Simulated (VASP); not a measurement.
Write the native input for VASP 6.6.1 that does the following.

```
Task                   : single point
Functional             : PBE
Potentials or basis    : VASP PAW PBE potentials, release 64 (Hf_pv, O)
Cutoff                 : 520 eV
k mesh                 : 8 × 8 × 8
Occupations            : gaussian, width 0.05 eV
Spin                   : no spin polarisation
Dipole correction      : no
Further INCAR settings : ALGO = Normal; EDIFF = 1e-07; NBANDS = 18
```

The structure of HfO2 lies in POSCAR:

```
HfO2
1.0
    0.0000000000      2.8930440000      2.5575000000
    2.5575000000      0.0000000000      2.5575000000
    2.5575000000      2.8930440000      0.0000000000
Hf O
1 2
Direct
    0.0000000000      0.0000000000      0.0000000000
    0.2500000000      0.2500000000      0.2500000000
    0.7500000000      0.7500000000      0.7500000000
```

This cell differs from its parent crystal: strain +0.1312 x Voigt [0, 1, 0, 0, 0, 0].

One way to write it, as run:

INCAR

```
SYSTEM = HfO2
ALGO = Normal
EDIFF = 1E-7
ENCUT = 520
GGA = PE
ISIF = 2
ISMEAR = 0
LASPH = .True.
LCHARG = .False.
LREAL = .False.
LWAVE = .False.
NBANDS = 18
NELM = 80
PREC = Accurate
SIGMA = 0.05
```

KPOINTS

```
k-points
0
Gamma
  8 8 8
  0 0 0
```

Potentials or basis: VASP PAW PBE potentials, release 64 (Hf_pv, O).

Command:

```console
$ cat potpaw_PBE.64/Hf_pv/POTCAR potpaw_PBE.64/O/POTCAR > POTCAR
$ mpirun -np 1 vasp_std > vasp.out
```

It gave:

* Pressure: -26.6 GPa
* Band gap on the k mesh: 1.88 eV, indirect (least direct gap 2.37 eV)

Caveat: the cell differs from its parent crystal (strain +0.1312 x Voigt [0, 1, 0, 0, 0, 0]); spin-orbit coupling is left out, which moves the levels of the heavy elements.

Run time: 80 s on 1 thread of Intel(R) Xeon(R) Platinum 8259CL CPU @ 2.50GHz (Skylake/Cascade Lake), on a shared host, peak memory 0.18 GiB.
